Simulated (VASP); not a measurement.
# InP (rocksalt type) (Fm-3m) in VASP: a series of runs

Runs on InP (rocksalt type). Level: PBEsol. Tasks: single point, relaxation of cell and atoms.

Everything below comes from runs of VASP 6.6.1. Logs are shortened: lines on timing, memory, paths and dates and some standing lists are left out, and cuts for length are marked.

## 1. The cell of the first run

Symmetry: Fm-3m, No. 225, cubic system. Conventional cell: a = 5.460 Å, b = 5.460 Å, c = 5.460 Å, α = 90.00°, β = 90.00°, γ = 90.00°. In (site symmetry m-3m) has 6 P at 2.73 Å within 3.6 Å. P (site symmetry m-3m) has 6 In at 2.73 Å within 3.6 Å.

## 2. Single point, PBEsol

The input, INCAR:

```
SYSTEM = InP
PREC = Accurate
ENCUT = 520
EDIFF = 1E-6
ISMEAR = -1
SIGMA = 0.1
LREAL = .False.
LASPH = .True.
NELM = 60
ALGO = Normal
ISIF = 2
LWAVE = .False.
LCHARG = .False.
GGA = PS
NBANDS = 16
```

The input, KPOINTS:

```
Automatic mesh
0
Gamma
  13 13 13
  0 0 0
```

The input, POSCAR:

```
InP
1.0
    0.0000000000      2.7298883968      2.7298883968
    2.7298883968      0.0000000000      2.7298883968
    2.7298883968      2.7298883968      0.0000000000
In P
1 1
Direct
    0.0000000000      0.0000000000      0.0000000000
    0.5000000000      0.5000000000      0.5000000000
```

Potentials or basis: VASP PAW PBE potentials, release 64 (In_d, P).

Launch:

```bash
cat potpaw_PBE.64/In_d/POTCAR potpaw_PBE.64/P/POTCAR > POTCAR
mpirun -np 1 vasp_std > vasp.out
```

OUTCAR:

```text
SYSTEM = InP
   PREC = Accurate
   ENCUT = 520
   EDIFF = 1E-6
   ISMEAR = -1
   LREAL = .False.
   LASPH = .True.
   NELM = 60
   ISIF = 2
   GGA = PS

 ion  position               nearest neighbor table
   1  0.000  0.000  0.000-   2 2.73   2 2.73   2 2.73   2 2.73   2 2.73   2 2.73
   2  0.500  0.500  0.500-   1 2.73   1 2.73   1 2.73   1 2.73   1 2.73   1 2.73

  LATTYP: Found a face centered cubic cell.
 ALAT       =     5.4597767936

  Lattice vectors:

 A1 = (   0.0000000000,   2.7298883968,   2.7298883968)
 A2 = (   2.7298883968,   0.0000000000,   2.7298883968)
 A3 = (   2.7298883968,   2.7298883968,   0.0000000000)

Analysis of symmetry for initial positions (statically):
=====================================================================
 Subroutine PRICEL returns:
 Original cell was already a primitive cell.

 Routine SETGRP: Setting up the symmetry group for a
 face centered cubic supercell.

 Subroutine GETGRP returns: Found 48 space group operations
 (whereof 48 operations were pure point group operations)
 out of a pool of 48 trial point group operations.

The static configuration has the point symmetry O_h .

Analysis of symmetry for dynamics (positions and initial velocities):
=====================================================================
 Subroutine PRICEL returns:
 Original cell was already a primitive cell.

 Routine SETGRP: Setting up the symmetry group for a
 face centered cubic supercell.

 Subroutine GETGRP returns: Found 48 space group operations
 (whereof 48 operations were pure point group operations)
 out of a pool of 48 trial point group operations.

The dynamic configuration has the point symmetry O_h .

 Subroutine INISYM returns: Found 48 space group operations
 (whereof 48 operations are pure point group operations),
 and found     1 'primitive' translations

----------------------------------------------------------------------------------------

                                     Primitive cell

  volume of cell :      40.6878

  direct lattice vectors                    reciprocal lattice vectors
     0.000000000  2.729888397  2.729888397    -0.183157671  0.183157671  0.183157671
     2.729888397  0.000000000  2.729888397     0.183157671 -0.183157671  0.183157671
     2.729888397  2.729888397  0.000000000     0.183157671  0.183157671 -0.183157671

  length of vectors
     3.860645195  3.860645195  3.860645195     0.317238391  0.317238391  0.317238391

  position of ions in fractional coordinates (direct lattice)
     0.000000000  0.000000000  0.000000000
     0.500000000  0.500000000  0.500000000

  ion indices of the primitive-cell ions
   primitive index   ion index
                 1           1
                 2           2

----------------------------------------------------------------------------------------

 KPOINTS: Automatic mesh

Automatic generation of k-mesh.
 Grid dimensions read from file:
 generate k-points for:   13   13   13

 Generating k-lattice:

  Cartesian coordinates                     Fractional coordinates (reciprocal lattice)
    -0.014089052  0.014089052  0.014089052     0.076923077  0.000000000  0.000000000
     0.014089052 -0.014089052  0.014089052     0.000000000  0.076923077  0.000000000
     0.014089052  0.014089052 -0.014089052     0.000000000  0.000000000  0.076923077

  Length of vectors
     0.024402953  0.024402953  0.024402953

  Shift w.r.t. Gamma in fractional coordinates (k-lattice)
     0.000000000  0.000000000  0.000000000

 Subroutine IBZKPT returns following result:
 ===========================================

 Found     84 irreducible k-points:

 Following reciprocal coordinates:
            Coordinates               Weight
  0.000000  0.000000  0.000000      1.000000
  0.076923  0.000000  0.000000      8.000000
  0.153846  0.000000  0.000000      8.000000
  0.230769  0.000000  0.000000      8.000000
  0.307692  0.000000  0.000000      8.000000
  0.384615  0.000000  0.000000      8.000000
[... 16 lines left out ...]
  0.384615  0.153846  0.000000     24.000000
  0.461538  0.153846  0.000000     24.000000
 [... further k-points ...]
   k-points           NKPTS =     84   k-points in BZ     NKDIM =     84   number of bands    NBANDS=     16
   number of dos      NEDOS =    301   number of ions     NIONS =      2
   total plane-waves  NPLWV =  27000
   dimension x,y,z NGX =    30 NGY =   30 NGZ =   30
   dimension x,y,z NGXF=    60 NGYF=   60 NGZF=   60
   ions per type =               1   1
   NGX,Y,Z   is equivalent  to a cutoff of  12.92, 12.92, 12.92 a.u.
   NGXF,Y,Z  is equivalent  to a cutoff of  25.84, 25.84, 25.84 a.u.
 SYSTEM =  InP
   PREC   = accura    normal or accurate (medium, high low for compatibility)
   ISTART =      0    job   : 0-new  1-cont  2-samecut
   ICHARG =      2    charge: 1-file 2-atom 10-const
   ISPIN  =      1    spin polarized calculation?
   LNONCOLLINEAR =      F non collinear calculations
   LSORBIT =      F    spin-orbit coupling
   LASPH  =      T    aspherical Exc in radial PAW
   ENCUT  =  520.0 eV  38.22 Ry    6.18 a.u.   7.18  7.18  7.18*2*pi/ulx,y,z
   NELM   =     60;   NELMIN=  2; NELMDL= -5     # of ELM steps
   EDIFF  = 0.1E-05   stopping-criterion for ELM
   LREAL  =      F    real-space projection
   EDIFFG = 0.1E-04   stopping-criterion for IOM
   NSW    =      0    number of steps for IOM
   IBRION =     -1    ionic relax: 0-MD 1-quasi-New 2-CG
   NFREE  =      0    steps in history (QN), initial steepest desc. (CG)
   ISIF   =      2    stress and relaxation
   ISYM   =      2    0-nonsym 1-usesym 2-fastsym
   POTIM  = 0.5000    time-step for ionic-motion
   TEBEG  =    0.0;   TEEND  =   0.0 temperature during run
   PSTRESS=    0.0 pullay stress
   NELECT =      18.0000    total number of electrons
   NUPDOWN=      -1.0000    fix difference up-down
   EMIN   =  10.00;   EMAX   =-10.00  energy-range for DOS
   EFERMI =   0.00;   METHOD = LEGACY
   ISMEAR =    -1;   SIGMA  =   0.10  broadening in eV -4-tet -1-fermi 0-gaus
   EFERMI_NEDOS =   21; number of points for ismear=-14 and -15
   IALGO  =     38    algorithm
   IMIX   =      4    mixing-type and parameters
     AMIX     =   0.40;   BMIX     =  1.00
     AMIX_MAG =   1.60;   BMIX_MAG =  1.00
  volume/ion in A,a.u.               =      20.34       137.29
  Fermi-wavevector in a.u.,A,eV,Ry     =   1.247414  2.357272 21.171248  1.556043
  Thomas-Fermi vector in A             =   2.381548
   LORBIT       =      0    0 simple, 1 ext, 2 COOP (PROOUT), +10 PAW based schemes
   GGA     = PS    functional components
   LHFCALC =     F    Hartree Fock is set to
   AEXX    =    0.0000 exact exchange contribution
   IVDW    =     0    specifies the selected vdW correction
   LEPSILON=     F    determine dielectric tensor
   LRPA    =     F    only Hartree local field effects (RPA)
 non-spin polarized calculation
  energy-cutoff  :      520.00
  volume of cell :       40.69
 maximum number of plane-waves:      1109
 NGX is ok and might be reduce to    30
   NGX = 15   NGY = 15   NGZ = 15

 number of electron      17.9999998 magnetization

 Free energy of the ion-electron system (eV)
  ---------------------------------------------------
  ext. energy  EPLUGINS =         0.00000000
  ---------------------------------------------------
  free energy    TOTEN  =        -8.81087868 eV

  energy without entropy =       -8.77862618  energy(sigma->0) =       -8.79475243

 E-fermi :   7.4719     XC(G=0): -10.7482

 val. band max:        7.4523863631   @ k =  -0.4615   0.0769   0.0000
 cond. band min:       7.5315004751   @ k =   0.3846   0.0000   0.0000
 fundamental gap:      0.0791141120
 Fermi energy:         7.4719352655

 k-point     1 :       0.0000    0.0000    0.0000
  band No.  band energies     occupation
      1      -6.7358      2.00000
      2      -6.7358      2.00000
      3      -6.7115      2.00000
      4      -6.7115      2.00000
      5      -6.7115      2.00000
      6      -4.8941      2.00000
[... 8 lines left out ...]
     15      16.1189      0.00000
     16      16.1189      0.00000

 k-point     2 :       0.0769    0.0000    0.0000
  band No.  band energies     occupation
      1      -6.7390      2.00000
      2      -6.7390      2.00000
      3      -6.7118      2.00000
      4      -6.7071      2.00000
      5      -6.7071      2.00000
      6      -4.8161      2.00000
[... 8 lines left out ...]
     15      15.4533      0.00000
     16      16.0612      0.00000

 k-point     3 :       0.1538    0.0000    0.0000
  band No.  band energies     occupation
      1      -6.7499      2.00000
      2      -6.7499      2.00000
      3      -6.7133      2.00000
      4      -6.6927      2.00000
      5      -6.6927      2.00000
      6      -4.5843      2.00000
[... 8 lines left out ...]
     15      15.4170      0.00000
     16      15.8355      0.00000

 k-point     4 :       0.2308    0.0000    0.0000
  band No.  band energies     occupation
      1      -6.7666      2.00000
      2      -6.7666      2.00000
      3      -6.7167      2.00000
      4      -6.6708      2.00000
      5      -6.6708      2.00000
      6      -4.2071      2.00000
[... 8 lines left out ...]
     15      16.0134      0.00000
     16      16.0134      0.00000
[... 324 lines left out ...]
 k-point    22 :       0.3077    0.1538    0.0000
  band No.  band energies     occupation
      1      -6.8474      2.00000
      2      -6.7391      2.00000
      3      -6.7288      2.00000
      4      -6.6610      2.00000
      5      -6.6419      2.00000
      6      -3.7337      2.00000
[... 8 lines left out ...]
     15      17.9509      0.00000
     16      18.1013      0.00000

 k-point    23 :       0.3846    0.1538    0.0000
  band No.  band energies     occupation
      1      -6.8661      2.00000
      2      -6.7560      2.00000
      3      -6.7240      2.00000
      4      -6.6518      2.00000
      5      -6.6217      2.00000
      6      -3.2010      2.00000
[... 8 lines left out ...]
     15      18.7147      0.00000
     16      18.7595      0.00000

 k-point    24 :       0.4615    0.1538    0.0000
  band No.  band energies     occupation
      1      -6.8733      2.00000
      2      -6.7726      2.00000
      3      -6.7180      2.00000
      4      -6.6443      2.00000
      5      -6.6106      2.00000
      6      -2.6605      2.00000
[... 8 lines left out ...]
     15      19.2230      0.00000
     16      19.7946      0.00000

 [... further k-points ...]

------------------------ aborting loop because EDIFF is reached ----------------------------------------

  FORCE on cell =-STRESS in cart. coord.  units (eV):
  Direction    XX          YY          ZZ          XY          YZ          ZX
  --------------------------------------------------------------------------------------
  -------------------------------------------------------------------------------------
  Total        0.0081424      0.0081424      0.0081424      0.0000000     -0.0000000      0.0000000
  in kB        0.3206272      0.3206272      0.3206272      0.0000000     -0.0000000      0.0000000
  external PRESSURE =       0.3206272 kB  Pullay stress =       0.0000000 kB

 VOLUME and BASIS-vectors are now :
 -----------------------------------------------------------------------------
  energy-cutoff  :      520.00
  volume of cell :       40.69
      direct lattice vectors                 reciprocal lattice vectors
     0.000000000  2.729888397  2.729888397    -0.183157671  0.183157671  0.183157671
     2.729888397  0.000000000  2.729888397     0.183157671 -0.183157671  0.183157671
     2.729888397  2.729888397  0.000000000     0.183157671  0.183157671 -0.183157671

 POSITION                                       TOTAL-FORCE (eV/Angst)
 -----------------------------------------------------------------------------------
      0.00000      0.00000      0.00000         0.000000      0.000000     -0.000000
      2.72989      2.72989      2.72989        -0.000000     -0.000000      0.000000
 -----------------------------------------------------------------------------------
    total drift:                               -0.000000      0.000000      0.000000

  FREE ENERGIE OF THE ION-ELECTRON SYSTEM (eV)
  ---------------------------------------------------
  free  energy   TOTEN  =        -8.8108786757 eV

  energy  without entropy=       -8.7786261783  energy(sigma->0) =       -8.79475243
```

It took 23 s on 1 thread of Intel Xeon 6975P-C (Granite Rapids), shared host; peak memory 0.2 GiB.

Results:

* Free energy: -8.8109 eV
* Pressure: 0.0 GPa
* Band gap on the k mesh: zero (band 9 reaches 7.79 eV, above the bottom of band 10 at 5.02 eV)

Levels at points of the mesh, in eV from the Fermi level:
```
           k point  band 5  band 6  band 7  band 8  band 9  band 10  band 11  band 12  band 13  band 14
(0.00, 0.00, 0.00)  -14.18  -12.37   -0.32   -0.32   -0.32     0.81     7.06     7.06     7.06     8.65
```

Caveat: the PAW data sets were made with another functional, which shifts forces and pressure a little; spin-orbit coupling is left out, which moves the levels of the heavy elements.

## 3. Relaxation of cell and atoms, PBEsol

This run uses another cell than the first one, of 16.99 Å³/atom, 0.835 times its volume.

The input, INCAR:

```
PREC     = Accurate       # precision mode
ENCUT    = 600            # plane-wave cutoff, eV
EDIFF    = 1E-6           # SCF threshold, eV
ISMEAR   = -1             # smearing method
SIGMA    = 0.1            # smearing width, eV
LREAL    = False          # projectors in reciprocal space
LASPH    = True           # aspherical terms in the spheres
NELM     = 60             # most SCF steps
ALGO     = Normal         # electronic algorithm
ISIF     = 3              # what is computed and relaxed
LWAVE    = False          # write WAVECAR
LCHARG   = False          # write CHGCAR
GGA      = PS             # functional
IBRION   = 2              # ionic algorithm
NSW      = 60             # ionic steps
EDIFFG   = -0.005         # ionic threshold
```

The input, KPOINTS:

```
Automatic mesh
0
Gamma
  13 13 13
```

The input, POSCAR:

```
InP
1.0
    0.0000000000      2.5708039839      2.5708039839
    2.5708039839      0.0000000000      2.5708039839
    2.5708039839      2.5708039839      0.0000000000
In P
1 1
Direct
    0.0000000000      0.0000000000      0.0000000000
    0.5000000000      0.5000000000      0.5000000000
```

Potentials or basis: VASP PAW PBE potentials, release 64 (In_d, P).

Launch:

```bash
cat potpaw_PBE.64/In_d/POTCAR potpaw_PBE.64/P/POTCAR > POTCAR
mpirun -np 1 vasp_std > vasp.out
```

OUTCAR:

```text
PREC = Accurate
   ENCUT = 600
   EDIFF = 1E-6
   ISMEAR = -1
   LREAL = False
   LASPH = True
   NELM = 60
   ISIF = 3
   GGA = PS
   IBRION = 2
   NSW = 60
   EDIFFG = -0.005

 ion  position               nearest neighbor table
   1  0.000  0.000  0.000-   2 2.57   2 2.57   2 2.57   2 2.57   2 2.57   2 2.57
   2  0.500  0.500  0.500-   1 2.57   1 2.57   1 2.57   1 2.57   1 2.57   1 2.57

  LATTYP: Found a face centered cubic cell.
 ALAT       =     5.1416079678

  Lattice vectors:

 A1 = (   0.0000000000,   2.5708039839,   2.5708039839)
 A2 = (   2.5708039839,   0.0000000000,   2.5708039839)
 A3 = (   2.5708039839,   2.5708039839,   0.0000000000)

Analysis of symmetry for initial positions (statically):
=====================================================================
 Subroutine PRICEL returns:
 Original cell was already a primitive cell.

[... 673 lines left out ...]
 number of electron      17.9999998 magnetization

------------------------ aborting loop because EDIFF is reached ----------------------------------------
[... 67 lines left out ...]
--------------------------------------- Ionic step       20  -------------------------------------------

 number of electron      17.9999998 magnetization

 Free energy of the ion-electron system (eV)
  ---------------------------------------------------
  ext. energy  EPLUGINS =         0.00000000
  ---------------------------------------------------
  free energy    TOTEN  =        -8.80920233 eV

  energy without entropy =       -8.77692945  energy(sigma->0) =       -8.79306589

 E-fermi :   7.4658     XC(G=0): -10.7460

 val. band max:        7.4462928831   @ k =  -0.4615   0.0769   0.0000
 cond. band min:       7.5253543246   @ k =   0.3846   0.0000   0.0000
 fundamental gap:      0.0790614414
 Fermi energy:         7.4657994069

 k-point     1 :       0.0000    0.0000    0.0000
  band No.  band energies     occupation
      1      -6.7421      2.00000
      2      -6.7421      2.00000
      3      -6.7178      2.00000
      4      -6.7178      2.00000
      5      -6.7178      2.00000
      6      -4.8963      2.00000
      7       7.1506      1.91795
      8       7.1506      1.91795
      9       7.1506      1.91795
     10       8.2712      0.00064
     11      14.5266      0.00000
     12      14.5266      0.00000
     13      14.5266      0.00000
[... 397 lines left out ...]
  FREE ENERGIE OF THE ION-ELECTRON SYSTEM (eV)
  ---------------------------------------------------
  free  energy   TOTEN  =        -8.8092023277 eV

  energy  without entropy=       -8.7769294535  energy(sigma->0) =       -8.79306589

 reached required accuracy - stopping structural energy minimisation
```

OSZICAR:

```text
N       E                     dE             d eps       ncg     rms          rms(c)
DAV:   1     0.116137340747E+03    0.11614E+03   -0.96658E+03  2214   0.193E+03
DAV:   2    -0.166044234856E+01   -0.11780E+03   -0.11422E+03  2324   0.370E+02
DAV:   3    -0.860567937470E+01   -0.69452E+01   -0.67506E+01  2860   0.889E+01
[... 103 lines left out ...]
       N       E                     dE             d eps       ncg     rms          rms(c)
DAV:   1    -0.880924271362E+01   -0.43937E-04   -0.10439E-03  2904   0.712E-01    0.409E-02
DAV:   2    -0.880920880382E+01    0.33910E-04   -0.71873E-05  2909   0.216E-01    0.146E-02
DAV:   3    -0.880920261882E+01    0.61850E-05   -0.17603E-05  2229   0.988E-02    0.792E-03
DAV:   4    -0.880920232769E+01    0.29113E-06   -0.75242E-07  1397   0.906E-03
  20 F= -.88092023E+01 E0= -.87930659E+01  d E =-.127957E-04
```

It took 1.8 min on 1 thread of Intel Xeon 6975P-C (Granite Rapids), shared host; peak memory 0.2 GiB.

Results:

```
Free energy                            : -8.8092 eV
Relaxed volume                         : 20.35 Å³/atom
Relaxed cell                           : a = 3.861 Å, b = 3.861 Å, c = 3.861 Å, α = 60.00°, β = 60.00°, γ = 60.00°
Space group after relaxing (to 0.05 Å) : Fm-3m (No. 225)
Energy gained by relaxing              : 206.5 meV/atom
Ionic steps                            : 20
Pressure after relaxing                : 0.0 GPa
Band gap on the k mesh                 : zero (band 9 reaches 7.78 eV, above the bottom of band 10 at 5.01 eV)
```

Step by step:
| step | energy change (eV) | largest force (eV/Å) | pressure (GPa) | volume (Å³) |
| --- | --- | --- | --- | --- |
| 1 | 0.0000 | 0.0000 | 23.33 | 33.98 |
| 2 | -0.1846 | 0.0000 | -9.01 | 47.66 |
| 3 | -0.4129 | 0.0000 | -0.17 | 40.81 |
| 4 | -0.4129 | 0.0000 | 0.08 | 40.67 |
| 5 | -0.4129 | 0.0000 | 0.08 | 40.67 |
| 6 | -0.4129 | 0.0000 | 0.10 | 40.67 |
| 7 | -0.4129 | 0.0000 | 0.10 | 40.67 |
| 8 | -0.4129 | 0.0000 | 0.09 | 40.67 |
| 9 | -0.4129 | 0.0000 | 0.09 | 40.67 |
| 10 | -0.4129 | 0.0000 | 0.09 | 40.67 |
| 11 | -0.4129 | 0.0000 | 0.09 | 40.67 |
| 12 | -0.4129 | 0.0000 | 0.09 | 40.67 |
| 13 | -0.4129 | 0.0000 | 0.09 | 40.67 |
| 14 | -0.4129 | 0.0000 | 0.09 | 40.67 |
| 15 | -0.4129 | 0.0000 | 0.10 | 40.67 |
| 16 | -0.4129 | 0.0000 | 0.10 | 40.67 |
| 17 | -0.4129 | 0.0000 | 0.11 | 40.67 |
| 18 | -0.4129 | 0.0000 | 0.07 | 40.68 |
| 19 | -0.4129 | 0.0000 | 0.05 | 40.69 |
| 20 | -0.4129 | 0.0000 | 0.01 | 40.71 |

Final structure:
```cif
data_structure
_symmetry_space_group_name_H-M 'P 1'
_symmetry_Int_Tables_number 1
_cell_length_a 3.8613
_cell_length_b 3.8613
_cell_length_c 3.8613
_cell_angle_alpha 60.000
_cell_angle_beta 60.000
_cell_angle_gamma 60.000
_cell_volume 40.71
loop_
_atom_site_label
_atom_site_type_symbol
_atom_site_fract_x
_atom_site_fract_y
_atom_site_fract_z
_atom_site_occupancy
In1 In 0.00000 0.00000 0.00000 1
P1 P 0.50000 0.50000 0.50000 1
```

Caveat: the volume moved by over 15 % at a fixed basis, so the end points are rough; the PAW data sets were made with another functional, which shifts forces and pressure a little; spin-orbit coupling is left out, which moves the levels of the heavy elements.
